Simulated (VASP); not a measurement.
Here is a VASP 6.6.1 calculation.

INCAR

```
PREC     = Accurate       # precision mode
ENCUT    = 500            # plane-wave cutoff, eV
EDIFF    = 1E-6           # SCF threshold, eV
ISMEAR   = -1             # smearing method
SIGMA    = 0.05           # smearing width, eV
LREAL    = F              # projectors in reciprocal space
LASPH    = T              # aspherical terms in the spheres
NELM     = 120            # most SCF steps
ALGO     = Normal         # electronic algorithm
ISIF     = 2              # what is computed and relaxed
LWAVE    = F              # write WAVECAR
LCHARG   = T              # write CHGCAR
GGA      = PE             # functional
LELF     = T              # ELF
LVHAR    = T            
NBANDS   = 15             # bands
GGA_COMPAT= F
```

File KPOINTS:

```
regular mesh
0
Gamma
  13 13 11
```

File POSCAR:

```
HfB2
1.0
    3.1714001015      0.0000000000      0.0000000000
   -1.5857000508      2.7465130534      0.0000000000
    0.0000000000      0.0000000000      3.4800000000
Hf B
1 2
Direct
    0.0000000000      0.0000000000      0.0000000000
    0.3333333333      0.6666666667      0.5000000000
    0.6666666667      0.3333333333      0.5000000000
```

Potentials or basis: VASP PAW PBE potentials, release 64 (Hf_pv, B).

Command:

```bash
$ cat potpaw_PBE.64/Hf_pv/POTCAR potpaw_PBE.64/B/POTCAR > POTCAR
$ mpirun -np 1 vasp_std > vasp.out
```

Task: Estimate the band gap on the k mesh.

Result: Zero (band 8 reaches 8.05 eV, above the bottom of band 9 at 7.15 eV).

Task: Predict the pressure.

Result: -4.1 GPa.

Stress tensor (GPa, compression positive):
```
-5.54  0.00  0.00
 0.00 -5.54  0.00
 0.00  0.00 -1.28
```

Caveat: the cell differs from its parent crystal (equal xx and yy strain of +1 %); spin-orbit coupling is left out, which moves the levels of the heavy elements.
